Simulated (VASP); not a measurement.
Set up this calculation in VASP 6.6.1, as the native input.

| Item | Value |
| --- | --- |
| Task | single point |
| Functional | PBE |
| Potentials or basis | VASP PAW PBE potentials, release 64 (Al, C) |
| Cutoff | 520 eV |
| k mesh | 12 × 12 × 14 |
| Occupations | gaussian, width 0.1 eV |
| Spin | no spin polarisation |
| Dipole correction | no |
| Further INCAR settings | ALGO = Normal; EDIFF = 1e-06; NBANDS = 16 |

The structure of Al3C2 lies in POSCAR:

```
Al3C2
1.0
    5.3297575151      0.0000000000      0.0000000000
   -2.6648787575      4.6157054041      0.0000000000
    0.0000000000      0.0000000000      2.8747091430
Al C
3 2
Direct
    0.5000000000      0.0000000000      0.5000000000
    0.0000000000      0.5000000000      0.5000000000
    0.5000000000      0.5000000000      0.5000000000
    0.3333333333      0.6666666667      0.0000000000
    0.6666666667      0.3333333333      0.0000000000
```

The cell was generated, and may not be a known phase.

One way to write it, as run:

INCAR

```
PREC     = Accurate       # precision mode
ENCUT    = 520            # plane-wave cutoff, eV
EDIFF    = 1E-6           # SCF threshold, eV
ISMEAR   = 0              # smearing method
SIGMA    = 0.1            # smearing width, eV
LREAL    = False          # projectors in reciprocal space
LASPH    = True           # aspherical terms in the spheres
NELM     = 100            # most SCF steps
ALGO     = Normal         # electronic algorithm
ISIF     = 2              # what is computed and relaxed
LWAVE    = False          # write WAVECAR
LCHARG   = False          # write CHGCAR
GGA      = PE             # functional
NBANDS   = 16             # bands
```

KPOINTS

```
regular mesh
0
Gamma
  12 12 14
```

Potentials or basis: VASP PAW PBE potentials, release 64 (Al, C).

Run with:

```console
$ cat potpaw_PBE.64/Al/POTCAR potpaw_PBE.64/C/POTCAR > POTCAR
$ mpirun -np 1 vasp_std > vasp.out
```

Results of the run:

```
Pressure               : 0.0 GPa
Band gap on the k mesh : zero (an odd number of electrons rules out a gap without spin polarisation)
```

Wall time 52 s on 1 thread of Intel(R) Xeon(R) 6975P-C (Granite Rapids), with other jobs on the host, peak memory 0.27 GiB.
